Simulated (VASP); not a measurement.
Y3Zr2F: single point with PBE

Crystal: Y3Zr2F.

```
Y Zr F
1.0
     6.51085    0.00000    0.00000
    -3.25543    5.63856    0.00000
     0.00000    0.00000    6.78702
Y Zr F
3 2 1
Cartesian
  3.2554 0.0000 0.0000
  -1.6277 2.8193 0.0000
  1.6277 2.8193 0.0000
  0.0000 0.0000 1.2996
  0.0000 0.0000 5.4875
  0.0000 0.0000 3.3935
```

The cell was built from a structure type or drawn by symmetry, and may not be a known phase.

```yaml
Program: VASP 6.6.1
Task: single point
Functional: PBE
Potentials_or_basis: VASP PAW PBE potentials, release 64 (Y_sv, Zr_sv, F)
Cutoff: 520 eV
k_mesh: 6 × 6 × 4
Occupations: gaussian, width 0.1 eV
Spin: no spin polarisation
```

```
Pressure               : 0.0 GPa
Largest force          : 0.014 eV/Å
Band gap on the k mesh : zero (bands 32 and 33 overlap by 0.21 eV)
```

Forces on the atoms (eV/Å):
```
Y    0.000  0.000  0.000
Y    0.000  0.000  0.000
Y    0.000  0.000  0.000
Zr   0.000  0.000  0.014
Zr   0.000  0.000 -0.014
F    0.000  0.000  0.000
```

Stress tensor (GPa, compression positive):
```
-0.08  0.00  0.00
 0.00 -0.08  0.00
 0.00  0.00  0.10
```

Levels at points of the mesh, in eV from the Fermi level:
```
           k point  band 28  band 29  band 30  band 31  band 32  band 33  band 34  band 35  band 36  band 37
(0.00, 0.00, 0.00)    -1.38    -0.34    -0.34    -0.30    -0.22    -0.18     0.58     0.58     0.89     1.34
(0.50, 0.00, 0.00)    -0.84    -0.72    -0.30    -0.17    -0.13     0.35     0.42     0.56     0.63     0.86
(0.00, 0.00, 0.50)    -1.33    -1.00    -0.60    -0.60    -0.37     0.51     0.51     0.52     1.14     1.14
(0.50, 0.00, 0.50)    -0.98    -0.90    -0.39    -0.14    -0.08     0.12     0.48     0.76     0.81     0.87
```

It took 7 min on 1 thread of Oxide Virtual Turin-like Processor, on a shared host, peak memory 0.42 GiB.
